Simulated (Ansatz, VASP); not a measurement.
SiC in VASP and in Ansatz

```
Si C
1.0
     3.07351    0.00000    0.00000
    -1.53676    2.66174    0.00000
     0.00000    0.00000    5.04525
Si C
2 2
Direct
  0.33333 0.66667 0.49960
  0.66667 0.33333 0.99960
  0.33333 0.66667 0.87540
  0.66667 0.33333 0.37540
```

Alike in both runs: task single point; functional PBE; k mesh 12 × 12 × 7; occupations fermi-dirac, width 0.02 eV; no spin polarisation.

|  | VASP | Ansatz |
| --- | --- | --- |
| version | VASP 6.6.1 | Ansatz 0.2.0 |
| potentials or method | VASP PAW PBE potentials, release 64 (Si, C), cutoff 520 eV | all-electron LAPW, scalar-relativistic |

|  | VASP | Ansatz | Ansatz less VASP |
| --- | --- | --- | --- |
| gap on the k mesh at the Fermi level (eV) | 2.27 | 2.27 | +0.002 |
| least direct gap on the mesh (eV) | 3.98 | 3.98 | +0.001 |

Ansatz ran all-electron here, and VASP with PAW potentials.
